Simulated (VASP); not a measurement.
Runs of VASP 6.6.1 on BeCd2Te3. The structure is that of space group P6/mmm (No. 191), or close to it. The cells are those of the table. The cell was generated, and may not be a known phase.

| task | cell | k mesh | gap on the mesh (eV) | pressure (GPa) |
| --- | --- | --- | --- | --- |
| single point | a = 6.621, b = 6.621, c = 4.543 Å, angles 90.0, 90.0, 120.0°, 6 atoms | 3 × 3 × 4 | none | 112.0 |
| single point | a = 9.676, b = 9.676, c = 3.266 Å, angles 90.0, 90.0, 120.0°, 6 atoms | 3 × 3 × 4 | none | (a) |
| single point | a = 10.388, b = 10.388, c = 2.890 Å, angles 90.0, 90.0, 120.0°, 6 atoms | 3 × 3 × 6 | none | 0.0 |
| single point | a = 10.103, b = 10.103, c = 2.998 Å, angles 90.0, 90.0, 120.0°, 6 atoms | 6 × 6 × 14 | none | 0.0 |
| relaxation of cell and atoms | relaxed from a = 9.676, b = 9.676, c = 3.266 Å, angles 90.0, 90.0, 120.0°, 6 atoms | 3 × 3 × 6 | none | 0.0 |

Alike in all rows: level PBE; potentials or basis VASP PAW PBE potentials, release 64 (Be, Cd, Te); no spin polarisation; cutoff (eV) 600; smearing gaussian 0.1 eV.

Task: Fill in the values left out.

Result: (a) 0.2.

Caveats: some runs use coarse meshes; spin-orbit coupling is left out, which moves the levels of the heavy elements; atoms lie so close that the PAW spheres overlap strongly, which falsifies energies and pressures (at least some runs).

A k mesh can miss the band edges, and the runs leave out spin-orbit coupling on Cd, Te.

A gap of «none» marks levels without a gap at the run's occupations.
